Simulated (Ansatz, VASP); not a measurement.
## One calculation of Mg, two programs

```
CELL_PARAMETERS angstrom
2.16320 -2.46381 0.00000
2.16320 2.46381 0.00000
-1.08383 0.00000 2.22702
ATOMIC_POSITIONS crystal
Mg 0.50000 0.50000 0.50000
```

Alike in both runs: task relaxation of cell and atoms; functional PBE; k mesh 6 × 6 × 8; occupations gaussian, width 0.1 eV; no spin polarisation.

|  | VASP | Ansatz |
| --- | --- | --- |
| version | VASP 6.6.1 | Ansatz 0.2.0 |
| potentials or method | VASP PAW PBE potentials, release 64 (Mg), cutoff 600 eV | scalar-relativistic, plane waves, PAW |
| valence electrons in the cell | 2 | 10 |

Ansatz gave:

```
gap on the k mesh at the Fermi level, each at its own relaxed structure (eV) : none
relaxed volume (Å³/atom)                                                     : 23.06
relaxed cell length with the largest relative difference (Å)                 : 3.199
```

Q: Which values does VASP return?

A: gap on the k mesh at the Fermi level, each at its own relaxed structure (eV): none; relaxed volume (Å³/atom): 22.99; relaxed cell length with the largest relative difference (Å): 3.103.

A gap of «none» marks a metal or a gap that the smearing closes. VASP's potentials hold 2 valence electrons a cell and Ansatz's 10, so a difference there can come from the potentials and not from the codes.
